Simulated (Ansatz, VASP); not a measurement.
# SnO2 in VASP and in Ansatz

```xyz
3
Lattice="1.6471 0.9510 4.5249 -1.6471 0.9510 4.5249 0.0000 -1.9019 4.5249" Properties=species:S:1:pos:R:3 pbc="T T T"
Sn    0.0000    0.0000    6.7874
O     0.0000    0.0000    3.3637
O     0.0000    0.0000   10.2112
```

Alike in both runs: task single point; functional PBEsol; k mesh 12 × 12 × 12; occupations gaussian, width 0.05 eV; no spin polarisation.

```csv
,VASP,Ansatz
version,VASP 6.6.1,Ansatz 0.2.0
potentials or method,"VASP PAW PBE potentials, release 64 (Sn_d, O), cutoff 520 eV","scalar-relativistic, plane waves, PAW"
valence electrons in the cell,26,26
```

```tsv
	VASP	Ansatz	Ansatz less VASP
gap on the k mesh at the Fermi level (eV)	0.97	1.00	+0.022
least direct gap on the mesh (eV)	0.97	1.00	+0.022
pressure (GPa)	-15.2	-15.7	-0.47
traceless stress, the component that is largest in VASP (GPa)	1.12	1.42	+0.301
rms of the force components (eV/Å)	0.789	0.813	+0.0233
```

VASP's potentials were made for PBE, not for PBEsol, and Ansatz warns of the same on its side. Atom by atom the forces differ by 0.023 eV/Å (rms over components). The functional is the same, so the differences come from potentials, cutoffs and numerics.
